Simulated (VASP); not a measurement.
# MgO (Fm-3m) in VASP: notebook

Runs on MgO. Level: LDA. Tasks: single point, relaxation of cell and atoms.

All numbers are computed with VASP 6.6.1; they aren't measurements. Logs are shortened: lines on timing, memory, paths and dates and some standing lists are left out, and cuts for length are marked.

**The experiment to reproduce.**

From “Electronic structure of alkaline earth and post-transition metal oxides”, 2009, arxiv:0908.1581, for a bulk crystal of MgO: band gap 7.83 eV.

How close the calculation comes is told below.

**1. The cell of the first run**

The structure is cubic, space group Fm-3m (No. 225). Conventional cell: a = 4.160 Å, b = 4.160 Å, c = 4.160 Å, α = 90.00°, β = 90.00°, γ = 90.00°. Within 2.8 Å of Mg (site symmetry m-3m) lie 6 O at 2.08 Å. O (site symmetry m-3m) has 6 Mg at 2.08 Å within 2.8 Å.

**2. Single point, LDA**

Contents of INCAR:

```
SYSTEM = MgO
PREC     = Accurate       ! precision mode
ENCUT    = 520            ! plane-wave cutoff, eV
EDIFF    = 1E-6           ! SCF threshold, eV
ISMEAR   = 0              ! smearing method
SIGMA    = 0.01           ! smearing width, eV
LREAL    = .False.        ! projectors in reciprocal space
LASPH    = .True.         ! aspherical terms in the spheres
NELM     = 60             ! most SCF steps
ALGO     = Normal         ! electronic algorithm
ISIF     = 2              ! what is computed and relaxed
LWAVE    = .False.        ! write WAVECAR
LCHARG   = .False.        ! write CHGCAR
NBANDS   = 11             ! bands
```

Contents of KPOINTS:

```
regular mesh
0
Gamma
  10 10 10
  0 0 0
```

Contents of POSCAR:

```
MgO
1.0
    0.0000000000      2.0798452862      2.0798452862
    2.0798452862      0.0000000000      2.0798452862
    2.0798452862      2.0798452862      0.0000000000
Mg O
1 1
Direct
    0.0000000000      0.0000000000      0.0000000000
    0.5000000000      0.5000000000      0.5000000000
```

Potentials or basis: VASP PAW LDA potentials, release 64 (Mg, O).

On the command line:

```console
$ cat potpaw_LDA.64/Mg/POTCAR potpaw_LDA.64/O/POTCAR > POTCAR
$ mpirun -np 1 vasp_std > vasp.out
```

OUTCAR:

```text
SYSTEM = MgO
   PREC = Accurate
   ENCUT = 520
   EDIFF = 1E-6
   ISMEAR = 0
   LREAL = .False.
   LASPH = .True.
   NELM = 60
   ISIF = 2

 ion  position               nearest neighbor table
   1  0.000  0.000  0.000-   2 2.08   2 2.08   2 2.08   2 2.08   2 2.08   2 2.08
   2  0.500  0.500  0.500-   1 2.08   1 2.08   1 2.08   1 2.08   1 2.08   1 2.08

  LATTYP: Found a face centered cubic cell.
 ALAT       =     4.1596905724

  Lattice vectors:

 A1 = (   0.0000000000,   2.0798452862,   2.0798452862)
 A2 = (   2.0798452862,   0.0000000000,   2.0798452862)
 A3 = (   2.0798452862,   2.0798452862,   0.0000000000)

Analysis of symmetry for initial positions (statically):
=====================================================================
 Subroutine PRICEL returns:
 Original cell was already a primitive cell.

 Routine SETGRP: Setting up the symmetry group for a
 face centered cubic supercell.

 Subroutine GETGRP returns: Found 48 space group operations
 (whereof 48 operations were pure point group operations)
 out of a pool of 48 trial point group operations.

The static configuration has the point symmetry O_h .

Analysis of symmetry for dynamics (positions and initial velocities):
=====================================================================
 Subroutine PRICEL returns:
 Original cell was already a primitive cell.

 Routine SETGRP: Setting up the symmetry group for a
 face centered cubic supercell.

 Subroutine GETGRP returns: Found 48 space group operations
 (whereof 48 operations were pure point group operations)
 out of a pool of 48 trial point group operations.

The dynamic configuration has the point symmetry O_h .

 Subroutine INISYM returns: Found 48 space group operations
 (whereof 48 operations are pure point group operations),
 and found     1 'primitive' translations

----------------------------------------------------------------------------------------

                                     Primitive cell

  volume of cell :      17.9938

  direct lattice vectors                    reciprocal lattice vectors
     0.000000000  2.079845286  2.079845286    -0.240402497  0.240402497  0.240402497
     2.079845286  0.000000000  2.079845286     0.240402497 -0.240402497  0.240402497
     2.079845286  2.079845286  0.000000000     0.240402497  0.240402497 -0.240402497

  length of vectors
     2.941345411  2.941345411  2.941345411     0.416389339  0.416389339  0.416389339

  position of ions in fractional coordinates (direct lattice)
     0.000000000  0.000000000  0.000000000
     0.500000000  0.500000000  0.500000000

  ion indices of the primitive-cell ions
   primitive index   ion index
                 1           1
                 2           2
[... 78 lines left out ...]
   ISIF   =      2    stress and relaxation
   ISYM   =      2    0-nonsym 1-usesym 2-fastsym
   POTIM  = 0.5000    time-step for ionic-motion
   TEBEG  =    0.0;   TEEND  =   0.0 temperature during run
   PSTRESS=    0.0 pullay stress
   NELECT =       8.0000    total number of electrons
   NUPDOWN=      -1.0000    fix difference up-down
   EMIN   =  10.00;   EMAX   =-10.00  energy-range for DOS
   EFERMI =   0.00;   METHOD = LEGACY
   ISMEAR =     0;   SIGMA  =   0.01  broadening in eV -4-tet -1-fermi 0-gaus
   EFERMI_NEDOS =   21; number of points for ismear=-14 and -15
   IALGO  =     38    algorithm
   IMIX   =      4    mixing-type and parameters
     AMIX     =   0.40;   BMIX     =  1.00
     AMIX_MAG =   1.60;   BMIX_MAG =  1.00
  volume/ion in A,a.u.               =       9.00        60.71
  Fermi-wavevector in a.u.,A,eV,Ry     =   1.249483  2.361181 21.241532  1.561209
  Thomas-Fermi vector in A             =   2.383522
   LORBIT       =      0    0 simple, 1 ext, 2 COOP (PROOUT), +10 PAW based schemes
   GGA     = CA    functional components
   LHFCALC =     F    Hartree Fock is set to
   AEXX    =    0.0000 exact exchange contribution
   IVDW    =     0    specifies the selected vdW correction
   LEPSILON=     F    determine dielectric tensor
   LRPA    =     F    only Hartree local field effects (RPA)
 non-spin polarized calculation
 Gauss-broadening in eV      SIGMA  =   0.01
  energy-cutoff  :      520.00
  volume of cell :       17.99
 maximum number of plane-waves:       531
 NGX is ok and might be reduce to    24
   NGX = 11   NGY = 11   NGZ = 11

 number of electron       8.0000000 magnetization

 Free energy of the ion-electron system (eV)
  ---------------------------------------------------
  ext. energy  EPLUGINS =         0.00000000
  ---------------------------------------------------
  free energy    TOTEN  =       -13.44471339 eV

  energy without entropy =      -13.44471339  energy(sigma->0) =      -13.44471339

 E-fermi :   3.2480     XC(G=0): -11.7742

 val. band max:        3.1714600743   @ k =   0.0000   0.0000   0.0000
 cond. band min:       8.2027053927   @ k =   0.0000   0.0000   0.0000
 fundamental gap:      5.0312453184
 Fermi energy:         3.2479585899

 k-point     1 :       0.0000    0.0000    0.0000
  band No.  band energies     occupation
      1     -14.0323      2.00000
      2       3.1715      2.00000
      3       3.1715      2.00000
      4       3.1715      2.00000
      5       8.2027      0.00000
      6      18.9003      0.00000
      7      18.9003      0.00000
      8      18.9003      0.00000
      9      23.0242      0.00000
     10      24.7145      0.00000
     11      24.7145      0.00000
[... 309 lines left out ...]
 k-point    24 :       0.4000    0.3000    0.0000
  band No.  band energies     occupation
      1     -12.6416      2.00000
      2      -0.5826      2.00000
      3       1.7858      2.00000
      4       2.0203      2.00000
      5      12.8743      0.00000
      6      13.3041      0.00000
      7      16.8943      0.00000
      8      21.5242      0.00000
      9      21.7416      0.00000
     10      28.2026      0.00000
     11      30.6235      0.00000

 [... further k-points ...]
[... 5 lines left out ...]
  --------------------------------------------------------------------------------------
  -------------------------------------------------------------------------------------
  Total       -0.1960295     -0.1960295     -0.1960295      0.0000000      0.0000000      0.0000000
  in kB      -17.4545594    -17.4545594    -17.4545594      0.0000000      0.0000000      0.0000000
  external PRESSURE =     -17.4545594 kB  Pullay stress =       0.0000000 kB

 VOLUME and BASIS-vectors are now :
 -----------------------------------------------------------------------------
  energy-cutoff  :      520.00
  volume of cell :       17.99
      direct lattice vectors                 reciprocal lattice vectors
     0.000000000  2.079845286  2.079845286    -0.240402497  0.240402497  0.240402497
     2.079845286  0.000000000  2.079845286     0.240402497 -0.240402497  0.240402497
     2.079845286  2.079845286  0.000000000     0.240402497  0.240402497 -0.240402497

 POSITION                                       TOTAL-FORCE (eV/Angst)
 -----------------------------------------------------------------------------------
      0.00000      0.00000      0.00000         0.000000      0.000000     -0.000000
      2.07985      2.07985      2.07985         0.000000     -0.000000      0.000000
 -----------------------------------------------------------------------------------
    total drift:                               -0.000000     -0.000000      0.000000

  FREE ENERGIE OF THE ION-ELECTRON SYSTEM (eV)
  ---------------------------------------------------
  free  energy   TOTEN  =       -13.4447133938 eV

  energy  without entropy=      -13.4447133938  energy(sigma->0) =      -13.44471339
```

OSZICAR:

```text
N       E                     dE             d eps       ncg     rms          rms(c)
DAV:   1     0.116688904668E+02    0.11669E+02   -0.46900E+03  1189   0.652E+02
DAV:   2    -0.144768632676E+02   -0.26146E+02   -0.24906E+02  1183   0.136E+02
DAV:   3    -0.150264313732E+02   -0.54957E+00   -0.54862E+00  1240   0.164E+01
DAV:   4    -0.150276401549E+02   -0.12088E-02   -0.12088E-02  1124   0.887E-01
DAV:   5    -0.150276436067E+02   -0.34519E-05   -0.34519E-05  1226   0.444E-02    0.709E+00
DAV:   6    -0.135059324323E+02    0.15217E+01   -0.85494E+00  1076   0.161E+01    0.218E+00
DAV:   7    -0.134686938159E+02    0.37239E-01   -0.58753E-02  1130   0.214E+00    0.129E+00
DAV:   8    -0.134451993781E+02    0.23494E-01   -0.28747E-02  1085   0.174E+00    0.226E-01
DAV:   9    -0.134448492165E+02    0.35016E-03   -0.43245E-04  1169   0.152E-01    0.132E-01
DAV:  10    -0.134447138486E+02    0.13537E-03   -0.37061E-04  1103   0.157E-01    0.547E-03
DAV:  11    -0.134447133938E+02    0.45487E-06   -0.41872E-06  1163   0.118E-02
   1 F= -.13444713E+02 E0= -.13444713E+02  d E =-.650739E-30
```

Wall time 4.3 s (1 thread of Intel Xeon Platinum 8375C at 2.90GHz (Ice Lake), shared host); peak memory 0.13 GiB.

What came out:

```yaml
Free_energy: -13.4447 eV
Pressure: -1.7 GPa
Band_gap_on_the_k_mesh: 5.03 eV, direct
```

**3. Relaxation of cell and atoms, LDA**

This run uses another cell than the first one, of 9.37 Å³/atom, 1.042 times its volume.

Contents of INCAR:

```
SYSTEM = MgO
  ALGO = Normal
  EDIFF = 1E-6
  EDIFFG = -0.003
  ENCUT = 600
  GGA = CA
  IBRION = 2
  ISIF = 3
  ISMEAR = 0
  LASPH = .TRUE.
  LCHARG = .FALSE.
  LREAL = .FALSE.
  LWAVE = .FALSE.
  NELM = 100
  NSW = 100
  PREC = Accurate
  SIGMA = 0.01
```

Contents of KPOINTS:

```
k-points
0
G
  10 10 10
  0 0 0
```

Contents of POSCAR:

```
MgO
1.0
    0.0000000000      2.1085000000      2.1085000000
    2.1085000000      0.0000000000      2.1085000000
    2.1085000000      2.1085000000      0.0000000000
Mg O
1 1
Direct
    0.0000000000      0.0000000000      0.0000000000
    0.5000000000      0.5000000000      0.5000000000
```

Potentials or basis: VASP PAW LDA potentials, release 64 (Mg, O).

On the command line:

```console
$ cat potpaw_LDA.64/Mg/POTCAR potpaw_LDA.64/O/POTCAR > POTCAR
$ mpirun -np 1 vasp_std > vasp.out
```

OUTCAR:

```text
SYSTEM = MgO
   EDIFF = 1E-6
   EDIFFG = -0.003
   ENCUT = 600
   GGA = CA
   IBRION = 2
   ISIF = 3
   ISMEAR = 0
   LASPH = .TRUE.
   LREAL = .FALSE.
   NELM = 100
   NSW = 100
   PREC = Accurate

 ion  position               nearest neighbor table
   1  0.000  0.000  0.000-   2 2.11   2 2.11   2 2.11   2 2.11   2 2.11   2 2.11
   2  0.500  0.500  0.500-   1 2.11   1 2.11   1 2.11   1 2.11   1 2.11   1 2.11

  LATTYP: Found a face centered cubic cell.
 ALAT       =     4.2170000000

  Lattice vectors:

 A1 = (   0.0000000000,   2.1085000000,   2.1085000000)
 A2 = (   2.1085000000,   0.0000000000,   2.1085000000)
 A3 = (   2.1085000000,   2.1085000000,   0.0000000000)

Analysis of symmetry for initial positions (statically):
=====================================================================
 Subroutine PRICEL returns:
 Original cell was already a primitive cell.

 Routine SETGRP: Setting up the symmetry group for a
 face centered cubic supercell.

 Subroutine GETGRP returns: Found 48 space group operations
 (whereof 48 operations were pure point group operations)
 out of a pool of 48 trial point group operations.

The static configuration has the point symmetry O_h .

Analysis of symmetry for dynamics (positions and initial velocities):
=====================================================================
 Subroutine PRICEL returns:
 Original cell was already a primitive cell.

 Routine SETGRP: Setting up the symmetry group for a
 face centered cubic supercell.

 Subroutine GETGRP returns: Found 48 space group operations
 (whereof 48 operations were pure point group operations)
 out of a pool of 48 trial point group operations.

The dynamic configuration has the point symmetry O_h .

 Subroutine INISYM returns: Found 48 space group operations
 (whereof 48 operations are pure point group operations),
 and found     1 'primitive' translations

[... 123 lines left out ...]
   LEPSILON=     F    determine dielectric tensor
   LRPA    =     F    only Hartree local field effects (RPA)
 conjugate gradient relaxation of ions
 non-spin polarized calculation
 Gauss-broadening in eV      SIGMA  =   0.01
  energy-cutoff  :      600.00
  volume of cell :       18.75
 maximum number of plane-waves:       636
   NGX = 11   NGY = 11   NGZ = 11

--------------------------------------- Ionic step        1  -------------------------------------------

 number of electron       8.0000005 magnetization

 Free energy of the ion-electron system (eV)
  ---------------------------------------------------
  ext. energy  EPLUGINS =         0.00000000
  ---------------------------------------------------
  free energy    TOTEN  =       -13.42485493 eV

  energy without entropy =      -13.42485493  energy(sigma->0) =      -13.42485493

------------------------ aborting loop because EDIFF is reached ----------------------------------------

  FORCE on cell =-STRESS in cart. coord.  units (eV):
  Direction    XX          YY          ZZ          XY          YZ          ZX
  --------------------------------------------------------------------------------------
  -------------------------------------------------------------------------------------
  Total       -0.9896100     -0.9896100     -0.9896100      0.0000000      0.0000000      0.0000000
  in kB      -84.5714647    -84.5714647    -84.5714647      0.0000000      0.0000000      0.0000000
  external PRESSURE =     -84.5714647 kB  Pullay stress =       0.0000000 kB
[... 59 lines left out ...]
--------------------------------------- Ionic step        3  -------------------------------------------

 number of electron       7.9999999 magnetization

 Free energy of the ion-electron system (eV)
  ---------------------------------------------------
  ext. energy  EPLUGINS =         0.00000000
  ---------------------------------------------------
  free energy    TOTEN  =       -13.45157911 eV

  energy without entropy =      -13.45157911  energy(sigma->0) =      -13.45157911

 E-fermi :   3.3998     XC(G=0): -11.8321

 val. band max:        3.2629407608   @ k =   0.0000   0.0000   0.0000
 cond. band min:       8.4181918709   @ k =   0.0000   0.0000   0.0000
 fundamental gap:      5.1552511100
 Fermi energy:         3.3998470893

 k-point     1 :       0.0000    0.0000    0.0000
  band No.  band energies     occupation
      1     -14.0045      2.00000
      2       3.2629      2.00000
      3       3.2629      2.00000
      4       3.2629      2.00000
      5       8.4182      0.00000
      6      19.0591      0.00000
      7      19.0591      0.00000
      8      19.0591      0.00000
[... 243 lines left out ...]
 k-point    24 :       0.4000    0.3000    0.0000
  band No.  band energies     occupation
      1     -12.5857      2.00000
      2      -0.5311      2.00000
      3       1.8591      2.00000
      4       2.0968      2.00000
      5      13.0444      0.00000
      6      13.4762      0.00000
      7      17.1158      0.00000
      8      21.7739      0.00000

 [... further k-points ...]
[... 5 lines left out ...]
  --------------------------------------------------------------------------------------
  -------------------------------------------------------------------------------------
  Total        0.0023872      0.0023872      0.0023872      0.0000000      0.0000000      0.0000000
  in kB        0.2150995      0.2150995      0.2150995      0.0000000      0.0000000      0.0000000
  external PRESSURE =       0.2150995 kB  Pullay stress =       0.0000000 kB
[... 17 lines left out ...]
  FREE ENERGIE OF THE ION-ELECTRON SYSTEM (eV)
  ---------------------------------------------------
  free  energy   TOTEN  =       -13.4515791071 eV

  energy  without entropy=      -13.4515791071  energy(sigma->0) =      -13.45157911

 reached required accuracy - stopping structural energy minimisation
```

OSZICAR:

```text
N       E                     dE             d eps       ncg     rms          rms(c)
DAV:   1     0.168580794596E+02    0.16858E+02   -0.52363E+03   840   0.101E+03
DAV:   2    -0.145093904442E+02   -0.31367E+02   -0.30203E+02   920   0.155E+02
DAV:   3    -0.149920575326E+02   -0.48267E+00   -0.48267E+00   976   0.216E+01
[... 19 lines left out ...]
DAV:   2    -0.134519399214E+02    0.20160E-01   -0.14621E-01   752   0.287E+00    0.103E-01
DAV:   3    -0.134516961696E+02    0.24375E-03   -0.12682E-03   816   0.431E-01    0.642E-02
DAV:   4    -0.134515810753E+02    0.11509E-03   -0.10362E-04   800   0.106E-01    0.146E-02
DAV:   5    -0.134515790449E+02    0.20304E-05   -0.13465E-05   808   0.291E-02    0.349E-03
DAV:   6    -0.134515791071E+02   -0.62225E-07   -0.21535E-07   416   0.411E-03
   3 F= -.13451579E+02 E0= -.13451579E+02  d E =-.267242E-01
```

Wall time 7.2 s (1 thread of Intel Xeon Platinum 8375C at 2.90GHz (Ice Lake), shared host); peak memory 0.14 GiB.

Results:

| Quantity | Value |
| --- | --- |
| Free energy | -13.4516 eV |
| Relaxed volume | 8.89 Å³/atom |
| Relaxed cell | a = 2.930 Å, b = 2.930 Å, c = 2.930 Å, α = 60.00°, β = 60.00°, γ = 60.00° |
| Space group after relaxing (to 0.05 Å) | Fm-3m (No. 225) |
| Energy gained by relaxing | 13.4 meV/atom |
| Ionic steps | 3 |
| Pressure after relaxing | 0.0 GPa |
| Band gap on the k mesh | 5.16 eV, direct |

Step by step:
| step | energy change (eV) | largest force (eV/Å) | pressure (GPa) | volume (Å³) |
| --- | --- | --- | --- | --- |
| 1 | 0.0000 | 0.0000 | -8.46 | 18.75 |
| 2 | -0.0228 | 0.0000 | 3.67 | 17.44 |
| 3 | -0.0267 | 0.0000 | 0.02 | 17.78 |

Final structure:
```xyz
2
Lattice="0.0000 2.0716 2.0716 2.0716 0.0000 2.0716 2.0716 2.0716 0.0000" Properties=species:S:1:pos:R:3 pbc="T T T"
Mg    0.0000    0.0000    0.0000
O     2.0716    2.0716    2.0716
```

LDA gaps usually lie below the measured ones, often by a third to a half. Zero-point motion and thermal expansion aren't in these numbers.

**4. Against experiment**

Step 2. Against the measured gap of MgO, 7.83 eV (quoted in “Electronic structure of alkaline earth and post-transition metal oxides”, 2009, arxiv:0908.1581), the calculated 5.03 eV is off by -2.80 eV. The value is that of LDA, without temperature or zero-point motion. Semilocal functionals fall short of measured gaps as a rule.
